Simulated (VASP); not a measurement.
# TiO2 (P4_2/mnm) in VASP: notebook

TiO2 is run at these levels: r2SCAN+U; tasks: single point.

Program: VASP 6.6.1. These are calculated values, not measurements. Logs are shortened: lines on timing, memory, paths and dates and some standing lists are left out, and cuts for length are marked.

## 1. The cell of the first run

The structure is tetragonal, space group P4_2/mnm (No. 136). Conventional cell: a = 4.230 Å, b = 4.230 Å, c = 2.993 Å, α = 90.00°, β = 90.00°, γ = 90.00°. Ti (site symmetry mmm) has 6 O at 1.83 to 1.90 Å within 2.4 Å. Within 2.4 Å of O (site symmetry m2m) lie 3 Ti at 1.83 to 1.90 Å and 1 O at 2.33 Å.

## 2. Single point, r2SCAN+U (strain -0.080 along x and y, +0.000 along z)

POSCAR

```
TiO2
1.0
    4.2295744681      0.0000000000      0.0000000000
    0.0000000000      4.2295744681      0.0000000000
    0.0000000000      0.0000000000      2.9928841877
Ti O
2 4
Direct
    0.0000000000      0.0000000000      0.0000000000
    0.5000000000      0.5000000000      0.5000000000
    0.3051400959      0.3051400959      0.0000000000
    0.1948599041      0.8051400959      0.5000000000
    0.6948599041      0.6948599041      0.0000000000
    0.8051400959      0.1948599041      0.5000000000
```

INCAR.step1

```
  PREC = Accurate
  ENCUT = 520
  ISMEAR = 0
  SIGMA = 0.05
  LREAL = F
  LASPH = T
  NELM = 150
  LMAXMIX = 4
  LDAU = T
  LDAUTYPE = 2
  LDAUL = 2 -1
  LDAUU = 4 0
  LDAUJ = 0 0
  NBANDS = 33
  GGA = PE
  ALGO = Normal
  EDIFF = 1E-4
  LWAVE = T
  LCHARG = F
```

INCAR.step2

```
  PREC = Accurate
  ENCUT = 520
  EDIFF = 1E-6
  ISMEAR = 0
  SIGMA = 0.05
  LREAL = F
  LASPH = T
  NELM = 150
  ALGO = Normal
  ISIF = 2
  LWAVE = F
  LCHARG = T
  LMAXMIX = 4
  LDAU = T
  LDAUTYPE = 2
  LDAUL = 2 -1
  LDAUU = 4 0
  LDAUJ = 0 0
  LDAUPRINT = 1
  METAGGA = R2SCAN
  LMIXTAU = T
  LELF = T
  LVHAR = T
  NBANDS = 33
  ISTART = 1
```

KPOINTS

```
Automatic mesh
0
Gamma
  6 6 8
```

Potentials or basis: VASP PAW PBE potentials, release 64 (Ti_sv, O).

Command:

```bash
$ cat potpaw_PBE.64/Ti_sv/POTCAR potpaw_PBE.64/O/POTCAR > POTCAR
$ cp INCAR.step1 INCAR
$ mpirun -np 1 vasp_std > vasp.out
$ cp INCAR.step2 INCAR
$ mpirun -np 1 vasp_std > vasp.out
```

OUTCAR:

```text
PREC = Accurate
   ENCUT = 520
   EDIFF = 1E-6
   ISMEAR = 0
   LREAL = F
   LASPH = T
   NELM = 150
   ISIF = 2
   METAGGA = R2SCAN
   ISTART = 1

 ion  position               nearest neighbor table
   1  0.000  0.000  0.000-   3 1.83   5 1.83   4 1.90   6 1.90   4 1.90   6 1.90
   2  0.500  0.500  0.500-   4 1.83   6 1.83   5 1.90   3 1.90   3 1.90   5 1.90
   3  0.305  0.305  0.000-   1 1.83   2 1.90   2 1.90
   4  0.195  0.805  0.500-   2 1.83   1 1.90   1 1.90
   5  0.695  0.695  0.000-   1 1.83   2 1.90   2 1.90
   6  0.805  0.195  0.500-   2 1.83   1 1.90   1 1.90

  LATTYP: Found a simple tetragonal cell.
 ALAT       =     4.2295744681
 C/A-ratio  =     0.7076088175

  Lattice vectors:

 A1 = (   4.2295744681,   0.0000000000,   0.0000000000)
 A2 = (   0.0000000000,   4.2295744681,   0.0000000000)
 A3 = (   0.0000000000,   0.0000000000,   2.9928841877)

Analysis of symmetry for initial positions (statically):
=====================================================================
 Subroutine PRICEL returns:
 Original cell was already a primitive cell.

 Routine SETGRP: Setting up the symmetry group for a
 simple tetragonal supercell.

 Subroutine GETGRP returns: Found 16 space group operations
 (whereof  8 operations were pure point group operations)
 out of a pool of 16 trial point group operations.

The static configuration has the point symmetry D_2h.
 The point group associated with its full space group is D_4h.

Analysis of symmetry for dynamics (positions and initial velocities):
=====================================================================
 Subroutine PRICEL returns:
 Original cell was already a primitive cell.

 Routine SETGRP: Setting up the symmetry group for a
 simple tetragonal supercell.

 Subroutine GETGRP returns: Found 16 space group operations
 (whereof  8 operations were pure point group operations)
 out of a pool of 16 trial point group operations.

The dynamic configuration has the point symmetry D_2h.
 The point group associated with its full space group is D_4h.

 Subroutine INISYM returns: Found 16 space group operations
 (whereof  8 operations are pure point group operations),
 and found     1 'primitive' translations

----------------------------------------------------------------------------------------

                                     Primitive cell

  volume of cell :      53.5406

  direct lattice vectors                    reciprocal lattice vectors
     4.229574468  0.000000000  0.000000000     0.236430404  0.000000000  0.000000000
     0.000000000  4.229574468  0.000000000     0.000000000  0.236430404  0.000000000
     0.000000000  0.000000000  2.992884188     0.000000000  0.000000000  0.334125859

  length of vectors
     4.229574468  4.229574468  2.992884188     0.236430404  0.236430404  0.334125859

  position of ions in fractional coordinates (direct lattice)
     0.000000000  0.000000000  0.000000000
     0.500000000  0.500000000  0.500000000
     0.305140096  0.305140096  0.000000000
     0.194859904  0.805140096  0.500000000
     0.694859904  0.694859904  0.000000000
     0.805140096  0.194859904  0.500000000

  ion indices of the primitive-cell ions
   primitive index   ion index
                 1           1
                 2           2
                 3           3
                 4           4
                 5           5
                 6           6

[... 109 lines left out ...]
  volume of cell :       53.54
 maximum number of plane-waves:      1468
 NGX is ok and might be reduce to    32
   NGX = 15   NGY = 15   NGZ = 11

atom =   1  type =  1  l = 2

 onsite density matrix

spin component  1

  0.2305  0.0000 -0.1100  0.0000 -0.0000
  0.0000  0.1877  0.0000 -0.0889  0.0000
 -0.1100  0.0000  0.1517  0.0000 -0.0000
  0.0000 -0.0889  0.0000  0.1877  0.0000
 -0.0000  0.0000 -0.0000  0.0000  0.1085

spin component  2

  0.2305  0.0000 -0.1100  0.0000 -0.0000
  0.0000  0.1877  0.0000 -0.0889  0.0000
 -0.1100  0.0000  0.1517  0.0000 -0.0000
  0.0000 -0.0889  0.0000  0.1877  0.0000
 -0.0000  0.0000 -0.0000  0.0000  0.1085

 occupancies and eigenvectors

  o =  0.0743  v = -0.5757  0.0000 -0.8176  0.0000 -0.0000  0.0000  0.0000  0.0000  0.0000  0.0000      0.0000  0.0000  0.0000  0.0000  0.0000  0.0000  0.0000  0.0000  0.0000  0.0000
  o =  0.0743  v =  0.0000  0.0000  0.0000  0.0000  0.0000 -0.5757  0.0000 -0.8176  0.0000 -0.0000      0.0000  0.0000  0.0000  0.0000  0.0000  0.0000  0.0000  0.0000  0.0000  0.0000
  o =  0.0988  v =  0.0000  0.7071  0.0000  0.7071  0.0000  0.0000  0.0000  0.0000  0.0000  0.0000      0.0000  0.0000  0.0000  0.0000  0.0000  0.0000  0.0000  0.0000  0.0000  0.0000
  o =  0.0988  v =  0.0000  0.0000  0.0000  0.0000  0.0000  0.0000  0.7071  0.0000  0.7071  0.0000      0.0000  0.0000  0.0000  0.0000  0.0000  0.0000  0.0000  0.0000  0.0000  0.0000
  o =  0.1085  v =  0.0000  0.0000  0.0000  0.0000  0.0000 -0.0000 -0.0000 -0.0000 -0.0000  1.0000      0.0000  0.0000  0.0000  0.0000  0.0000  0.0000  0.0000  0.0000  0.0000  0.0000
  o =  0.1085  v = -0.0000 -0.0000 -0.0000 -0.0000  1.0000  0.0000  0.0000  0.0000  0.0000  0.0000      0.0000  0.0000  0.0000  0.0000  0.0000  0.0000  0.0000  0.0000  0.0000  0.0000
  o =  0.2766  v =  0.0000  0.0000  0.0000  0.0000  0.0000 -0.0000 -0.7071  0.0000  0.7071 -0.0000      0.0000  0.0000  0.0000  0.0000  0.0000  0.0000  0.0000  0.0000  0.0000  0.0000
  o =  0.2766  v = -0.0000 -0.7071  0.0000  0.7071 -0.0000  0.0000  0.0000  0.0000  0.0000  0.0000      0.0000  0.0000  0.0000  0.0000  0.0000  0.0000  0.0000  0.0000  0.0000  0.0000
  o =  0.3079  v = -0.8176  0.0000  0.5757 -0.0000 -0.0000  0.0000  0.0000  0.0000  0.0000  0.0000      0.0000  0.0000  0.0000  0.0000  0.0000  0.0000  0.0000  0.0000  0.0000  0.0000
  o =  0.3079  v =  0.0000  0.0000  0.0000  0.0000  0.0000 -0.8176  0.0000  0.5757 -0.0000 -0.0000      0.0000  0.0000  0.0000  0.0000  0.0000  0.0000  0.0000  0.0000  0.0000  0.0000

atom =   2  type =  1  l = 2

 onsite density matrix

spin component  1

  0.2305  0.0000  0.1100  0.0000  0.0000
  0.0000  0.1877  0.0000  0.0889  0.0000
  0.1100  0.0000  0.1517  0.0000 -0.0000
  0.0000  0.0889  0.0000  0.1877  0.0000
  0.0000  0.0000 -0.0000  0.0000  0.1085

spin component  2

  0.2305  0.0000  0.1100  0.0000  0.0000
  0.0000  0.1877  0.0000  0.0889  0.0000
  0.1100  0.0000  0.1517  0.0000 -0.0000
  0.0000  0.0889  0.0000  0.1877  0.0000
  0.0000  0.0000 -0.0000  0.0000  0.1085

 occupancies and eigenvectors

  o =  0.0743  v = -0.5757  0.0000  0.8176 -0.0000  0.0000  0.0000  0.0000  0.0000  0.0000  0.0000      0.0000  0.0000  0.0000  0.0000  0.0000  0.0000  0.0000  0.0000  0.0000  0.0000
  o =  0.0743  v =  0.0000  0.0000  0.0000  0.0000  0.0000 -0.5757  0.0000  0.8176 -0.0000  0.0000      0.0000  0.0000  0.0000  0.0000  0.0000  0.0000  0.0000  0.0000  0.0000  0.0000
  o =  0.0988  v = -0.0000 -0.7071  0.0000  0.7071 -0.0000  0.0000  0.0000  0.0000  0.0000  0.0000      0.0000  0.0000  0.0000  0.0000  0.0000  0.0000  0.0000  0.0000  0.0000  0.0000
  o =  0.0988  v =  0.0000  0.0000  0.0000  0.0000  0.0000 -0.0000 -0.7071  0.0000  0.7071 -0.0000      0.0000  0.0000  0.0000  0.0000  0.0000  0.0000  0.0000  0.0000  0.0000  0.0000
  o =  0.1085  v =  0.0000 -0.0000 -0.0000  0.0000  1.0000  0.0000  0.0000  0.0000  0.0000  0.0000      0.0000  0.0000  0.0000  0.0000  0.0000  0.0000  0.0000  0.0000  0.0000  0.0000
  o =  0.1085  v =  0.0000  0.0000  0.0000  0.0000  0.0000  0.0000 -0.0000 -0.0000  0.0000  1.0000      0.0000  0.0000  0.0000  0.0000  0.0000  0.0000  0.0000  0.0000  0.0000  0.0000
  o =  0.2766  v =  0.0000  0.0000  0.0000  0.0000  0.0000 -0.0000 -0.7071 -0.0000 -0.7071  0.0000      0.0000  0.0000  0.0000  0.0000  0.0000  0.0000  0.0000  0.0000  0.0000  0.0000
  o =  0.2766  v = -0.0000 -0.7071 -0.0000 -0.7071  0.0000  0.0000  0.0000  0.0000  0.0000  0.0000      0.0000  0.0000  0.0000  0.0000  0.0000  0.0000  0.0000  0.0000  0.0000  0.0000
  o =  0.3079  v = -0.8176  0.0000 -0.5757  0.0000  0.0000  0.0000  0.0000  0.0000  0.0000  0.0000      0.0000  0.0000  0.0000  0.0000  0.0000  0.0000  0.0000  0.0000  0.0000  0.0000
  o =  0.3079  v =  0.0000  0.0000  0.0000  0.0000  0.0000 -0.8176  0.0000 -0.5757  0.0000  0.0000      0.0000  0.0000  0.0000  0.0000  0.0000  0.0000  0.0000  0.0000  0.0000  0.0000

 number of electron      48.0000003 magnetization

 Free energy of the ion-electron system (eV)
  ---------------------------------------------------
  ext. energy  EPLUGINS =         0.00000000
  ---------------------------------------------------
  free energy    TOTEN  =       -62.75939633 eV

  energy without entropy =      -62.75939633  energy(sigma->0) =      -62.75939633

 E-fermi :   6.9738     XC(G=0): -13.0931

 val. band max:        6.6134276461   @ k =   0.0000   0.0000   0.0000
 cond. band min:       9.9033120628   @ k =   0.0000   0.0000   0.0000
 fundamental gap:      3.2898844166
 Fermi energy:         6.9737940219

 k-point     1 :       0.0000    0.0000    0.0000
  band No.  band energies     occupation
      1     -52.8875      2.00000
      2     -52.8430      2.00000
      3     -28.3180      2.00000
      4     -28.3180      2.00000
      5     -27.9987      2.00000
      6     -27.9987      2.00000
[... 853 lines left out ...]
     32      13.2033      0.00000
     33      15.1340      0.00000

 [... further k-points ...]

------------------------ aborting loop because EDIFF is reached ----------------------------------------

  FORCE on cell =-STRESS in cart. coord.  units (eV):
  Direction    XX          YY          ZZ          XY          YZ          ZX
  --------------------------------------------------------------------------------------
  -------------------------------------------------------------------------------------
  Total       22.7417892     22.7417892     16.6127824      0.0000000      0.0000000      0.0000000
  in kB      680.5373230    680.5373230    497.1296823      0.0000000      0.0000000      0.0000000
  external PRESSURE =     619.4014428 kB  Pullay stress =       0.0000000 kB

 VOLUME and BASIS-vectors are now :
 -----------------------------------------------------------------------------
  energy-cutoff  :      520.00
  volume of cell :       53.54
      direct lattice vectors                 reciprocal lattice vectors
     4.229574468  0.000000000  0.000000000     0.236430404  0.000000000  0.000000000
     0.000000000  4.229574468  0.000000000     0.000000000  0.236430404  0.000000000
     0.000000000  0.000000000  2.992884188     0.000000000  0.000000000  0.334125859

 POSITION                                       TOTAL-FORCE (eV/Angst)
 -----------------------------------------------------------------------------------
      0.00000      0.00000      0.00000        -0.000000     -0.000000      0.000000
      2.11479      2.11479      1.49644        -0.000000     -0.000000      0.000000
      1.29061      1.29061      0.00000         0.020480      0.020480      0.000000
      0.82417      3.40540      1.49644        -0.020480      0.020480      0.000000
      2.93896      2.93896      0.00000        -0.020480     -0.020480     -0.000000
      3.40540      0.82417      1.49644         0.020480     -0.020480     -0.000000
 -----------------------------------------------------------------------------------
    total drift:                                0.000000      0.000000      0.000000

  FREE ENERGIE OF THE ION-ELECTRON SYSTEM (eV)
  ---------------------------------------------------
  free  energy   TOTEN  =       -62.7593963294 eV

  energy  without entropy=      -62.7593963294  energy(sigma->0) =      -62.75939633
```

Run time: 4.7 min. Hardware: 1 thread of AMD EPYC 7R13 (Zen 3), shared host; peak memory 0.18 GiB.

Results:

```
Free energy            : -62.7594 eV
Pressure               : 61.9 GPa
Largest force          : 0.029 eV/Å
Band gap on the k mesh : 3.29 eV
```

Forces in eV/Å, atoms in the order of the input:
```
Ti   0.000  0.000  0.000
Ti   0.000  0.000  0.000
O    0.020  0.020  0.000
O   -0.020  0.020  0.000
O   -0.020 -0.020  0.000
O    0.020 -0.020  0.000
```

Stress tensor (GPa, compression positive):
```
68.05  0.00  0.00
 0.00 68.05  0.00
 0.00  0.00 49.71
```

Eigenvalues of the final occupation matrices:
```csv
site,spin,trace,eigenvalues
site 1 d,1,0.87,0.07 0.10 0.11 0.28 0.31
site 1 d,2,0.87,0.07 0.10 0.11 0.28 0.31
site 2 d,1,0.87,0.07 0.10 0.11 0.28 0.31
site 2 d,2,0.87,0.07 0.10 0.11 0.28 0.31
```

Caveat: the cell differs from its parent crystal (strain -0.080 along x and y, +0.000 along z); the stress differs along the axes, from 50 to 68 GPa; the PAW data sets were made with another functional, which shifts forces and pressure a little. A k mesh can miss the band edges.

## 3. Single point, r2SCAN+U (strain -0.040 along x and y, -0.080 along z)

POSCAR, as its differences from that of step 2:

```diff
@@ -2,5 +2,5 @@
 1.0
-    4.2295744681      0.0000000000      0.0000000000
-    0.0000000000      4.2295744681      0.0000000000
-    0.0000000000      0.0000000000      2.9928841877
+    4.4134690102      0.0000000000      0.0000000000
+    0.0000000000      4.4134690102      0.0000000000
+    0.0000000000      0.0000000000      2.7534534527
 Ti O
```

INCAR.step1

```
PREC = Accurate
ENCUT = 520
ISMEAR = 0
SIGMA = 0.05
LREAL = F
LASPH = T
NELM = 150
LMAXMIX = 4
LDAU = T
LDAUTYPE = 2
LDAUL = 2 -1
LDAUU = 4 0
LDAUJ = 0 0
NBANDS = 33
GGA = PE
ALGO = Normal
EDIFF = 1E-4
LWAVE = T
LCHARG = F
```

INCAR.step2

```
PREC = Accurate
ENCUT = 520
EDIFF = 1E-6
ISMEAR = 0
SIGMA = 0.05
LREAL = F
LASPH = T
NELM = 150
ALGO = Normal
ISIF = 2
LWAVE = F
LCHARG = F
LMAXMIX = 4
LDAU = T
LDAUTYPE = 2
LDAUL = 2 -1
LDAUU = 4 0
LDAUJ = 0 0
LDAUPRINT = 1
METAGGA = R2SCAN
LMIXTAU = T
NBANDS = 33
ISTART = 1
```

KPOINTS

```
regular mesh
0
Gamma
  6 6 8
```

Potentials or basis: VASP PAW PBE potentials, release 64 (Ti_sv, O).

Command:

```bash
$ cat potpaw_PBE.64/Ti_sv/POTCAR potpaw_PBE.64/O/POTCAR > POTCAR
$ cp INCAR.step1 INCAR
$ mpirun -np 1 vasp_std > vasp.out
$ cp INCAR.step2 INCAR
$ mpirun -np 1 vasp_std > vasp.out
```

Wall time 5 min (1 thread of AMD EPYC 7R13 (Zen 3), shared host); peak memory 0.18 GiB.

Results (log left out):

```
Free energy            : -62.5701 eV
Pressure               : 69.0 GPa
Largest force          : 1.666 eV/Å
Band gap on the k mesh : 3.30 eV
```

Forces on the atoms (eV/Å):
```
Ti   0.000  0.000  0.000
Ti   0.000  0.000  0.000
O   -1.178 -1.178  0.000
O    1.178 -1.178  0.000
O    1.178  1.178  0.000
O   -1.178  1.178  0.000
```

Stress tensor (GPa, compression positive):
```
56.94  0.00  0.00
 0.00 56.94  0.00
 0.00  0.00 93.25
```

Levels at points of the mesh, in eV from the valence-band top:
```tsv
k point	band 21	band 22	band 23	band 24	band 25	band 26	band 27	band 28
(0.00, 0.00, 0.00)	-0.64	-0.55	-0.55	0.00	3.30	3.59	4.28	4.34
(0.50, 0.00, 0.00)	-1.58	-1.58	-0.92	-0.92	4.16	4.16	4.99	4.99
(0.50, 0.50, 0.00)	-1.27	-1.27	-1.20	-1.20	3.30	3.30	4.36	4.36
(0.00, 0.00, 0.50)	-2.79	-2.79	-1.60	-1.60	4.72	4.72	5.42	5.42
(0.50, 0.00, 0.50)	-2.32	-2.32	-1.31	-1.31	3.42	3.42	5.47	5.47
(0.50, 0.50, 0.50)	-1.50	-1.50	-0.73	-0.73	4.25	4.25	4.94	4.94
```

Eigenvalues of the final occupation matrices:
```csv
site,spin,trace,eigenvalues
site 1 d,1,0.89,0.10 0.10 0.10 0.27 0.32
site 1 d,2,0.89,0.10 0.10 0.10 0.27 0.32
site 2 d,1,0.89,0.10 0.10 0.10 0.27 0.32
site 2 d,2,0.89,0.10 0.10 0.10 0.27 0.32
```

Caveat: the cell differs from its parent crystal (strain -0.040 along x and y, -0.080 along z); the stress differs along the axes, from 57 to 93 GPa; the PAW data sets were made with another functional, which shifts forces and pressure a little.
